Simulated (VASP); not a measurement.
# TiSi16 (a cell with a defect) in VASP: further runs, part 2 of 2

VASP 6.6.1. Earlier steps stand in the parts before.

### 4 Single point, PBE

INCAR

```
PREC     = Accurate       # precision mode
ENCUT    = 520            # plane-wave cutoff, eV
EDIFF    = 1E-7           # SCF threshold, eV
ISMEAR   = 0              # smearing method
SIGMA    = 0.02           # smearing width, eV
LREAL    = Auto         
LASPH    = True           # aspherical terms in the spheres
NELM     = 80             # most SCF steps
ALGO     = Normal         # electronic algorithm
ISIF     = 2              # what is computed and relaxed
LWAVE    = False          # write WAVECAR
LCHARG   = True           # write CHGCAR
GGA      = PE             # functional
LELF     = True           # ELF
LVHAR    = True         
NBANDS   = 52             # bands
```

KPOINTS

```
Automatic mesh
0
Gamma
  2 2 2
```

POSCAR

```
TiSi16
1.0
    0.0000000000      5.4300000000      5.4300000000
    5.4300000000      0.0000000000      5.4300000000
    5.4300000000      5.4300000000      0.0000000000
Si Ti
16 1
Direct
    0.0003407919      0.0118155617     -0.0114369245
    0.1099048803      0.1261962247      0.1381949355
   -0.0341161142      0.0112604972      0.5117328729
    0.1162019337      0.1525131676      0.6156660221
    0.0003085635      0.4997654696     -0.0115104052
    0.1418377532      0.6412806630      0.0759786372
    0.0172828729      0.5165930018      0.4491968692
    0.1161118785      0.6155240331      0.6155190608
    0.4838905157     -0.0166017495      0.0499400552
    0.6267875691      0.1262140884      0.1381391344
    0.5117450276      0.0108969613      0.5119689687
    0.6075631676      0.1068511971      0.6786038674
    0.5123615101      0.4997782689     -0.0114027624
    0.6267273481      0.6093266114      0.1382767035
    0.5119532228      0.4651904236      0.5118180479
    0.6532239411      0.6155335175      0.6157197053
    0.3411851750      0.8404503683      0.4773978821
```

Potentials or basis: VASP PAW PBE potentials, release 64 (Si, Ti_sv).

Launch:

```bash
$ cat potpaw_PBE.64/Si/POTCAR potpaw_PBE.64/Ti_sv/POTCAR > POTCAR
$ mpirun -np 1 vasp_std > vasp.out
```

OUTCAR:

```text
PREC = Accurate
   ENCUT = 520
   EDIFF = 1E-7
   ISMEAR = 0
   LREAL = Auto
   LASPH = True
   NELM = 80
   ISIF = 2
   GGA = PE

 ion  position               nearest neighbor table
   1  0.000  0.012  0.989-   6 2.34   4 2.34  10 2.35   2 2.35
   2  0.110  0.126  0.138-   3 2.35   5 2.35   1 2.35   9 2.36
   3  0.966  0.011  0.512-  12 2.27   2 2.35  17 2.43   4 2.49   8 2.49
   4  0.116  0.153  0.616-   7 2.30   1 2.34   3 2.49  11 2.49  17 2.53
   5  0.000  0.500  0.988-   6 2.34   8 2.34   2 2.35  14 2.35
   6  0.142  0.641  0.076-   5 2.34  13 2.34   1 2.34   7 2.34
   7  0.017  0.517  0.449-   8 2.30  16 2.30   4 2.30   6 2.34
   8  0.116  0.616  0.616-   7 2.30   5 2.34   3 2.49  15 2.49  17 2.53
   9  0.484  0.983  0.050-  12 2.33  10 2.36   2 2.36  14 2.36  17 2.68
  10  0.627  0.126  0.138-  11 2.35   1 2.35  13 2.35   9 2.36
  11  0.512  0.011  0.512-  12 2.27  10 2.35  17 2.43  16 2.49   4 2.49
  12  0.608  0.107  0.679-   3 2.27  15 2.27  11 2.27   9 2.33
  13  0.512  0.500  0.989-   6 2.34  16 2.34  10 2.35  14 2.35
  14  0.627  0.609  0.138-  15 2.35   5 2.35  13 2.35   9 2.36
  15  0.512  0.465  0.512-  12 2.27  14 2.35  17 2.43  16 2.49   8 2.49
  16  0.653  0.616  0.616-   7 2.30  13 2.34  11 2.49  15 2.49  17 2.53
  17  0.341  0.840  0.477-  15 2.43   3 2.43  11 2.43   8 2.53   4 2.53  16 2.53   9 2.68

  LATTYP: Found a face centered cubic cell.
 ALAT       =    10.8600000000

  Lattice vectors:

 A1 = (   0.0000000000,   5.4300000000,   5.4300000000)
 A2 = (   5.4300000000,   0.0000000000,   5.4300000000)
 A3 = (   5.4300000000,   5.4300000000,   0.0000000000)

Analysis of symmetry for initial positions (statically):
=====================================================================
 Subroutine PRICEL returns:
 Original cell was already a primitive cell.

 Routine SETGRP: Setting up the symmetry group for a
 face centered cubic supercell.

 Subroutine GETGRP returns: Found  1 space group operations
 (whereof  1 operations were pure point group operations)
[... 153 lines left out ...]
   LORBIT       =      0    0 simple, 1 ext, 2 COOP (PROOUT), +10 PAW based schemes
   GGA     = PE    functional components
   LHFCALC =     F    Hartree Fock is set to
   AEXX    =    0.0000 exact exchange contribution
   IVDW    =     0    specifies the selected vdW correction
   LEPSILON=     F    determine dielectric tensor
   LRPA    =     F    only Hartree local field effects (RPA)
 non-spin polarized calculation
 Gauss-broadening in eV      SIGMA  =   0.02
  energy-cutoff  :      520.00
  volume of cell :      320.21
 maximum number of plane-waves:      8646
 NGX is ok and might be reduce to    60
   NGX = 29   NGY = 29   NGZ = 29

 number of electron      75.9999999 magnetization

 Free energy of the ion-electron system (eV)
  ---------------------------------------------------
  ext. energy  EPLUGINS =         0.00000000
  ---------------------------------------------------
  free energy    TOTEN  =       -91.16198392 eV

  energy without entropy =      -91.15786594  energy(sigma->0) =      -91.15992493

 E-fermi :   6.8929     XC(G=0):  -9.7654

 val. band max:        6.8868327486   @ k =   0.5000   0.0000   0.0000
 cond. band min:       6.9492342652   @ k =   0.5000   0.5000   0.0000
 fundamental gap:      0.0624015165
 Fermi energy:         6.8928672277

 k-point     1 :       0.0000    0.0000    0.0000
  band No.  band energies     occupation
      1     -50.0057      2.00000
      2     -26.4588      2.00000
      3     -26.3204      2.00000
      4     -26.3191      2.00000
      5      -5.6820      2.00000
      6      -3.4879      2.00000
[... 413 lines left out ...]
     49       9.9074      0.00000
     50      10.4873      0.00000
 [bands above 50 left out]

------------------------ aborting loop because EDIFF is reached ----------------------------------------

  FORCE on cell =-STRESS in cart. coord.  units (eV):
  Direction    XX          YY          ZZ          XY          YZ          ZX
  --------------------------------------------------------------------------------------
  -------------------------------------------------------------------------------------
  Total        8.7931962      8.7824868      8.7968232     -1.1901530      1.1881600      1.1912334
  in kB       43.9974861     43.9439008     44.0156339     -5.9550291      5.9450568      5.9604349
  external PRESSURE =      43.9856736 kB  Pullay stress =       0.0000000 kB

 VOLUME and BASIS-vectors are now :
 -----------------------------------------------------------------------------
  energy-cutoff  :      520.00
  volume of cell :      320.21
      direct lattice vectors                 reciprocal lattice vectors
     0.000000000  5.430000000  5.430000000    -0.092081031  0.092081031  0.092081031
     5.430000000  0.000000000  5.430000000     0.092081031 -0.092081031  0.092081031
     5.430000000  5.430000000  0.000000000     0.092081031  0.092081031 -0.092081031

 POSITION                                       TOTAL-FORCE (eV/Angst)
 -----------------------------------------------------------------------------------
      5.43206      5.36975      0.06601         0.029085      0.095512     -0.095329
      1.43564      1.34718      1.28203         0.073382      0.045908     -0.071979
      2.83985      8.02346      5.30589         0.102988      0.061808     -0.105881
      4.17121      3.97404      1.45912        -0.046869      0.097869     -0.096243
      8.08122      5.36917      2.71540         0.092729      0.093047     -0.028032
      3.89472      1.18274      4.25233         0.129264      0.127692     -0.131199
[... 9 lines left out ...]
      6.68570      6.89036      6.88935         0.095462     -0.043961     -0.098700
      7.15592      4.44491      6.41628        -1.096249     -1.100565      1.118176
 -----------------------------------------------------------------------------------
    total drift:                                0.004693     -0.006597      0.000268

  FREE ENERGIE OF THE ION-ELECTRON SYSTEM (eV)
  ---------------------------------------------------
  free  energy   TOTEN  =       -91.1619839223 eV

  energy  without entropy=      -91.1578659367  energy(sigma->0) =      -91.15992493
```

OSZICAR:

```text
N       E                     dE             d eps       ncg     rms          rms(c)
DAV:   1     0.346433294780E+03    0.34643E+03   -0.30837E+04   840   0.126E+03
DAV:   2    -0.556865483781E+02   -0.40212E+03   -0.38236E+03   960   0.248E+02
DAV:   3    -0.916536441173E+02   -0.35967E+02   -0.35033E+02  1212   0.667E+01
DAV:   4    -0.942697506507E+02   -0.26161E+01   -0.25746E+01  1272   0.154E+01
DAV:   5    -0.943378451049E+02   -0.68094E-01   -0.68007E-01  1096   0.238E+00    0.184E+01
DAV:   6    -0.943751770551E+02   -0.37332E-01   -0.21896E+01  1100   0.221E+01    0.180E+01
DAV:   7    -0.919372447609E+02    0.24379E+01   -0.31528E+01  1140   0.280E+01    0.968E+00
DAV:   8    -0.912343733380E+02    0.70287E+00   -0.19791E+00  1020   0.611E+00    0.258E+00
DAV:   9    -0.911620014344E+02    0.72372E-01   -0.40089E-01  1272   0.249E+00    0.722E-01
DAV:  10    -0.911605634586E+02    0.14380E-02   -0.37064E-02  1104   0.753E-01    0.464E-01
DAV:  11    -0.911622358309E+02   -0.16724E-02   -0.70104E-03   976   0.367E-01    0.252E-01
DAV:  12    -0.911619227629E+02    0.31307E-03   -0.26838E-03  1076   0.251E-01    0.816E-02
DAV:  13    -0.911619609763E+02   -0.38213E-04   -0.33479E-04  1120   0.725E-02    0.413E-02
DAV:  14    -0.911619795903E+02   -0.18614E-04   -0.59861E-05  1008   0.322E-02    0.107E-02
DAV:  15    -0.911619839814E+02   -0.43910E-05   -0.84278E-06   936   0.115E-02    0.352E-03
DAV:  16    -0.911619838205E+02    0.16081E-06   -0.59992E-07  1032   0.335E-03    0.171E-03
DAV:  17    -0.911619839376E+02   -0.11706E-06   -0.19177E-07   736   0.163E-03    0.654E-04
DAV:  18    -0.911619839223E+02    0.15265E-07   -0.30845E-08   520   0.793E-04
   1 F= -.91161984E+02 E0= -.91159925E+02  d E =-.411799E-02
```

stdout:

```text
POSCAR found type information on POSCAR SiTi
 POSCAR found :  2 types and      17 ions
 scaLAPACK will be used
 LDA part: xc-table for (Slater+PW92), standard interpolation
 POSCAR, INCAR and KPOINTS ok, starting setup
 FFT: planning ... GRIDC
 FFT: planning ... GRID_SOFT
 FFT: planning ... GRID
 WAVECAR not read
 entering main loop
```

Run time: 6.8 min. Hardware: 1 thread of Intel Xeon Platinum 8488C (Sapphire Rapids), shared host; peak memory 0.5 GiB.

Results:

| Property | Result |
| --- | --- |
| Free energy | -91.1620 eV |
| Pressure | 4.4 GPa |
| Largest force | 1.914 eV/Å |
| Band gap on the k mesh | zero (bands 38 and 39 overlap by 0.33 eV) |

Forces in eV/Å, atoms in the order of the input:
```
Si   0.029  0.096 -0.095
Si   0.073  0.046 -0.072
Si   0.103  0.062 -0.106
Si  -0.047  0.098 -0.096
Si   0.093  0.093 -0.028
Si   0.129  0.128 -0.131
Si   0.084  0.083 -0.083
Si   0.099  0.102  0.045
Si  -0.005 -0.005  0.000
Si   0.078  0.079 -0.050
Si   0.097  0.094 -0.062
Si   0.061  0.062 -0.067
Si   0.095  0.031 -0.096
Si   0.047  0.073 -0.071
Si   0.064  0.103 -0.107
Si   0.095 -0.044 -0.099
Ti  -1.096 -1.101  1.118
```

Levels at points of the mesh, in eV from the Fermi level:
| k point | band 34 | band 35 | band 36 | band 37 | band 38 | band 39 | band 40 | band 41 | band 42 | band 43 |
| --- | --- | --- | --- | --- | --- | --- | --- | --- | --- | --- |
| (0.00, 0.00, 0.00) | -1.18 | -1.18 | -0.75 | -0.58 | -0.27 | -0.27 | -0.03 | -0.03 | 0.10 | 0.49 |
| (0.50, 0.00, 0.00) | -1.67 | -1.38 | -1.30 | -0.34 | -0.01 | 0.15 | 0.60 | 0.63 | 0.75 | 0.90 |
| (0.00, 0.50, 0.00) | -1.67 | -1.38 | -1.30 | -0.34 | -0.01 | 0.15 | 0.60 | 0.63 | 0.75 | 0.90 |
| (0.00, 0.00, 0.50) | -2.13 | -1.35 | -1.35 | -0.23 | -0.23 | -0.21 | 0.70 | 0.71 | 0.71 | 1.22 |
| (0.50, 0.50, 0.50) | -1.67 | -1.38 | -1.30 | -0.34 | -0.01 | 0.15 | 0.60 | 0.63 | 0.75 | 0.90 |
| (0.50, 0.50, 0.00) | -2.07 | -1.86 | -1.79 | -0.25 | 0.06 | 0.30 | 0.65 | 0.90 | 1.01 | 1.38 |
| (0.00, 0.50, 0.50) | -2.07 | -1.86 | -1.79 | -0.25 | 0.06 | 0.30 | 0.65 | 0.89 | 1.01 | 1.38 |
| (0.50, 0.00, 0.50) | -2.07 | -1.86 | -1.79 | -0.25 | 0.06 | 0.30 | 0.65 | 0.89 | 1.01 | 1.38 |

Caveat: the k points lie up to 0.50 Å⁻¹ apart.

### 5 Single point, PBE

INCAR

```
PREC = Accurate
ENCUT = 520
EDIFF = 1E-7
ISMEAR = 0
SIGMA = 0.02
LREAL = Auto
LASPH = T
NELM = 80
ALGO = Normal
ISIF = 2
LWAVE = F
LCHARG = T
GGA = PE
LELF = T
LVHAR = T
NBANDS = 52
```

KPOINTS is that of step 4.

POSCAR

```
TiSi16
1.0
    0.0000000000      5.4300000000      5.4300000000
    5.4300000000      0.0000000000      5.4300000000
    5.4300000000      5.4300000000      0.0000000000
Si Ti
16 1
Direct
    0.0003045120      0.0072722836     -0.0068997238
    0.1102848066      0.1268663904      0.1363695212
   -0.0228596685      0.0040480663      0.5149416206
    0.1186571823      0.1442501842      0.6191238490
    0.0003292818      0.4997767956     -0.0070416206
    0.1373891344      0.6367469613      0.0894823204
    0.0132109576      0.5126288214      0.4615229282
    0.1185806630      0.6181162063      0.6190130755
    0.4928645488     -0.0073608656      0.0223512891
    0.6274440147      0.1266898711      0.1364907919
    0.5046081031      0.0035453039      0.5153874770
    0.6135306630      0.1131536832      0.6604522099
    0.5079502762      0.4996762431     -0.0068788214
    0.6273929098      0.6099641805      0.1363822284
    0.5045830571      0.4767519337      0.5152563536
    0.6449465930      0.6180154696      0.6192281768
    0.3649808471      0.8645302026      0.4061569061
```

Launch:

```bash
$ cat potpaw_PBE.64/Si/POTCAR potpaw_PBE.64/Ti_sv/POTCAR > POTCAR
$ mpirun -np 1 vasp_std > vasp.out
```

It took 8.2 min on 1 thread of Intel Xeon Platinum 8488C (Sapphire Rapids), shared host; peak memory 0.49 GiB.

It converged, with:

| Item | Value |
| --- | --- |
| Free energy | -92.0553 eV |
| Pressure | 3.7 GPa |
| Largest force | 0.626 eV/Å |
| Band gap on the k mesh | zero (bands 38 and 39 overlap by 0.34 eV) |

Forces in eV/Å, atoms in the order of the input:
```
Si   0.016  0.057 -0.059
Si   0.011  0.007 -0.008
Si  -0.009  0.131  0.008
Si  -0.018  0.066 -0.067
Si   0.059  0.058 -0.019
Si   0.096  0.097 -0.097
Si   0.085  0.083 -0.085
Si   0.069  0.069  0.022
Si  -0.128 -0.132  0.131
Si   0.004  0.008 -0.013
Si  -0.009 -0.007 -0.138
Si  -0.081 -0.084  0.083
Si   0.057  0.018 -0.058
Si   0.007  0.011 -0.005
Si   0.138 -0.005  0.007
Si   0.066 -0.019 -0.067
Ti  -0.361 -0.358  0.366
```

Stress tensor (GPa, compression positive):
```
 3.71 -0.05  0.05
-0.05  3.71  0.05
 0.05  0.05  3.72
```

Levels at points of the mesh, in eV from the Fermi level:
| k point | band 34 | band 35 | band 36 | band 37 | band 38 | band 39 | band 40 | band 41 | band 42 | band 43 |
| --- | --- | --- | --- | --- | --- | --- | --- | --- | --- | --- |
| (0.00, 0.00, 0.00) | -1.00 | -1.00 | -0.98 | -0.51 | -0.33 | -0.32 | -0.02 | -0.02 | 0.24 | 0.85 |
| (0.50, 0.00, 0.00) | -1.88 | -1.35 | -1.31 | -0.21 | 0.00 | 0.26 | 0.37 | 0.54 | 0.77 | 1.23 |
| (0.00, 0.50, 0.00) | -1.88 | -1.35 | -1.31 | -0.21 | 0.00 | 0.27 | 0.37 | 0.54 | 0.78 | 1.23 |
| (0.00, 0.00, 0.50) | -1.94 | -1.33 | -1.33 | -0.35 | -0.10 | -0.09 | 0.57 | 0.58 | 0.93 | 1.20 |
| (0.50, 0.50, 0.50) | -1.88 | -1.35 | -1.31 | -0.21 | 0.00 | 0.27 | 0.37 | 0.54 | 0.78 | 1.23 |
| (0.50, 0.50, 0.00) | -1.98 | -1.94 | -1.80 | -0.61 | 0.01 | 0.52 | 0.69 | 1.12 | 1.34 | 1.55 |
| (0.00, 0.50, 0.50) | -1.98 | -1.94 | -1.80 | -0.61 | 0.01 | 0.52 | 0.69 | 1.12 | 1.34 | 1.55 |
| (0.50, 0.00, 0.50) | -1.98 | -1.94 | -1.80 | -0.61 | 0.01 | 0.52 | 0.69 | 1.12 | 1.34 | 1.55 |

Caveat: the k points lie up to 0.50 Å⁻¹ apart.
